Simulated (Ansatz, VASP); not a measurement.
## CaO: VASP beside Ansatz

```
Ca O
1.0
     0.00000    2.42842    2.42842
     2.42842    0.00000    2.42842
     2.42842    2.42842    0.00000
Ca O
1 1
Direct
  0.00000 0.00000 0.00000
  0.50000 0.50000 0.50000
```

Change from the starting cell: volume scaled by 0.975.

Alike in both runs: task single point; functional PBE; k mesh 9 × 9 × 9; occupations fermi-dirac, width 0.03 eV; no spin polarisation.

|  | VASP | Ansatz |
| --- | --- | --- |
| version | VASP 6.6.1 | Ansatz 0.2.0 |
| potentials or method | VASP PAW PBE potentials, release 64 (Ca_sv, O), cutoff 520 eV | all-electron LAPW, scalar-relativistic |

Ansatz gave:

| Quantity | Value |
| --- | --- |
| gap on the k mesh at the Fermi level (eV) | 3.71 |
| pressure (GPa) | -1.6 |

Problem. What did VASP give for the same quantities?

Solution. gap on the k mesh at the Fermi level (eV): 3.70; pressure (GPa): -1.1.

Ansatz ran all-electron here, and VASP with PAW potentials.
